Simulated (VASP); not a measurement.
Fe: relaxation of cell and atoms with PBEsol

Fe:

```xyz
1
Lattice="0.0000 1.8058 1.8058 1.8058 0.0000 1.8058 1.8058 1.8058 0.0000" Properties=species:S:1:pos:R:3 pbc="T T T"
Fe    0.0000    0.0000    0.0000
```

- Program: VASP 6.6.1
- Task: relaxation of cell and atoms
- Functional: PBEsol
- Potentials or basis: VASP PAW PBE potentials, release 64 (Fe)
- Cutoff: 600 eV
- k mesh: 15 × 15 × 15
- Occupations: fermi-dirac, width 0.1 eV
- Spin: no spin polarisation
- Dipole correction: no
- Further INCAR settings: ALGO = Normal; EDIFF = 1e-06; IBRION = 2; EDIFFG = -0.01; NSW = 80; ISIF = 3

The relaxed volume is 9.86 Å³/atom. The relaxed cell is a = 2.407 Å, b = 2.407 Å, c = 2.407 Å, α = 60.00°, β = 60.00°, γ = 60.00° and the space group after relaxing (to 0.05 Å) is Fm-3m (No. 225). The energy gained by relaxing is 260.2 meV/atom. The ionic steps are 5, the pressure after relaxing is 0.1 GPa and the band gap on the k mesh is zero (band 4 reaches 8.36 eV, above the bottom of band 5 at 6.18 eV).

Step by step:
```
step  energy change (eV)  largest force (eV/Å)  pressure (GPa)  volume (Å³)
   1              0.0000                0.0000          -36.87        11.78
   2              0.4562                0.0000          134.78         7.74
   3             -0.2589                0.0000           -3.53         9.98
   4             -0.2601                0.0000           -1.20         9.90
   5             -0.2602                0.0000            0.12         9.86
```

Final structure:
```
Fe
1.0
     0.00000    1.70219    1.70219
     1.70219    0.00000    1.70219
     1.70219    1.70219    0.00000
Fe
1
Cartesian
  0.0000 0.0000 0.0000
```

Levels at points of the mesh, in eV from the Fermi level:
| k point | band 2 | band 3 | band 4 | band 5 | band 6 | band 7 |
| --- | --- | --- | --- | --- | --- | --- |
| (0.00, 0.00, 0.00) | -1.72 | -1.72 | -1.72 | -0.07 | -0.07 | 23.63 |

Run time: 16 s on 1 thread of AMD EPYC 9R45 96-Core Processor (Zen 5), with other jobs on the host, peak memory 0.11 GiB.

Caveat: the volume moved by over 15 % at a fixed basis, so the end points are rough; the PAW data sets were made with another functional, which shifts forces and pressure a little; the run has no spin polarisation, though such a crystal can be magnetic. Spin polarisation is off, so any magnetic state and its effect on volume and gap are missing.
